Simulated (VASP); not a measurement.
A run of VASP 6.6.1:

File INCAR:

```
ALGO = Fast
EDIFF = 1E-6
EDIFFG = -0.01
ENCUT = 600
GGA = PE
IBRION = 2
ISIF = 3
ISMEAR = 0
LASPH = True
LCHARG = False
LREAL = False
LWAVE = False
NELM = 80
NSW = 100
PREC = Accurate
SIGMA = 0.1
```

The input KPOINTS:

```
k-points
0
Gamma
  10 10 18
```

POSCAR

```
PdPt2
1.0
    5.1626374222      0.0000000000      0.0000000000
    0.0000000000      5.1626374222      0.0000000000
    0.0000000000      0.0000000000      2.5199161191
Pd Pt
1 2
Direct
    0.0000000000      0.0000000000      0.5000000000
    0.0000000000      0.5000000000      0.5000000000
    0.5000000000      0.0000000000      0.5000000000
```

Potentials or basis: VASP PAW PBE potentials, release 64 (Pd, Pt).

Run with:

```sh
$ cat potpaw_PBE.64/Pd/POTCAR potpaw_PBE.64/Pt/POTCAR > POTCAR
$ mpirun -np 1 vasp_std > vasp.out
```

Hardware: 1 thread of AMD EPYC 9R45 96-Core Processor (Zen 5) (shared host).

Question: How long does it take, and how much memory?

Answer: Wall time 6.6 min on 1 thread of AMD EPYC 9R45 96-Core Processor (Zen 5), with other jobs on the host, peak memory 0.43 GiB. Counts: scf iterations 38, k points 210, ion steps 4.
